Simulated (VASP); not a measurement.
Write the native input for VASP 6.6.1 that does the following.

```
Task                   : single point
Functional             : PBEsol
Potentials or basis    : VASP PAW PBE potentials, release 64 (W_sv, Ta_pv, C)
Cutoff                 : 520 eV
k mesh                 : 10 × 10 × 10
Occupations            : fermi-dirac, width 0.05 eV
Spin                   : no spin polarisation
Hubbard terms          : Ta d U = 1.0 eV, W d U = 1.0 eV
Dipole correction      : no
Further INCAR settings : ALGO = Normal; EDIFF = 1e-06; NBANDS = 24
```

The structure of TaWC2 lies in POSCAR:

```
TaWC2
1.0
    1.5559704639      0.8983399662      5.0511015877
   -1.5559704639      0.8983399662      5.0511015877
    0.0000000000     -1.7966799324      5.0511015877
W Ta C
1 1 2
Direct
    0.0000000000      0.0000000000      0.0000000000
    0.5000000000      0.5000000000      0.5000000000
    0.2511156376      0.2511156376      0.2511156376
    0.7488843624      0.7488843624      0.7488843624
```

One way to write it, as run:

INCAR

```
SYSTEM = TaWC2
PREC = Accurate ; ENCUT = 520
EDIFF = 1E-6 ; ISMEAR = -1
SIGMA = 0.05 ; LREAL = .False.
LASPH = .True. ; NELM = 150
ALGO = Normal ; ISIF = 2
LWAVE = .False. ; LCHARG = .False.
LMAXMIX = 4 ; LDAU = .True.
LDAUTYPE = 2 ; LDAUL = 2 2 -1
LDAUU = 1 1 0 ; LDAUJ = 0 0 0
LDAUPRINT = 1 ; GGA = PS
NBANDS = 24
```

KPOINTS

```
regular mesh
0
Gamma
  10 10 10
  0 0 0
```

Potentials or basis: VASP PAW PBE potentials, release 64 (W_sv, Ta_pv, C).

The run is started by

```sh
$ cat potpaw_PBE.64/W_sv/POTCAR potpaw_PBE.64/Ta_pv/POTCAR potpaw_PBE.64/C/POTCAR > POTCAR
$ mpirun -np 1 vasp_std > vasp.out
```

It gave:

```yaml
Pressure: 3.0 GPa
Largest_force: 0.047 eV/Å
Band_gap_on_the_k_mesh: zero (an odd number of electrons rules out a gap without spin polarisation)
```

Caveat: the PAW data sets were made with another functional, which shifts forces and pressure a little; spin-orbit coupling is left out, which moves the levels of the heavy elements; an odd number of electrons without spin polarisation forces a metal; a magnetic or distorted state may lie lower; U without spin polarisation on a metal has little footing; the U is typed as a test and isn't derived for this compound.

Run time: 120 s on 1 thread of Intel(R) Xeon(R) 6975P-C (Granite Rapids) (shared host), peak memory 0.32 GiB.
